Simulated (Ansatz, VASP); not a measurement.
WSe2: VASP beside Ansatz

```xyz
6
Lattice="3.2706 0.0000 0.0000 -1.6353 2.8324 0.0000 0.0000 0.0000 23.9870" Properties=species:S:1:pos:R:3 pbc="T T T"
W     1.0820    0.9441    3.8544
W     0.0000    1.8883   20.6859
Se    0.0000    1.8883    4.9735
Se    1.6353    0.9441   22.3605
Se    0.0000    1.8883    1.6265
Se    1.6353    0.9441   19.0135
```

Alike in both runs: task single point; functional PBEsol; k mesh 9 × 9 × 2; occupations gaussian, width 0.05 eV; no spin polarisation.

|  | VASP | Ansatz |
| --- | --- | --- |
| version | VASP 6.6.1 | Ansatz 0.2.0 |
| potentials or method | VASP PAW PBE potentials, release 64 (W_sv, Se), cutoff 520 eV | scalar-relativistic, plane waves, PAW |
| valence electrons in the cell | 52 | 92 |

|  | VASP | Ansatz | Ansatz less VASP |
| --- | --- | --- | --- |
| gap on the k mesh at the Fermi level (eV) | none | none | - |
| rms of the force components (eV/Å) | 9.805 | 9.775 | -0.0301 |

VASP's potentials were made for PBE, not for PBEsol, and Ansatz warns of the same on its side. Atom by atom the forces differ by 0.040 eV/Å (rms over components). A gap of «none» marks a metal or a gap that the smearing closes. VASP's potentials hold 52 valence electrons a cell and Ansatz's 92, so a difference there can come from the potentials and not from the codes.

Spin-orbit coupling is off throughout.
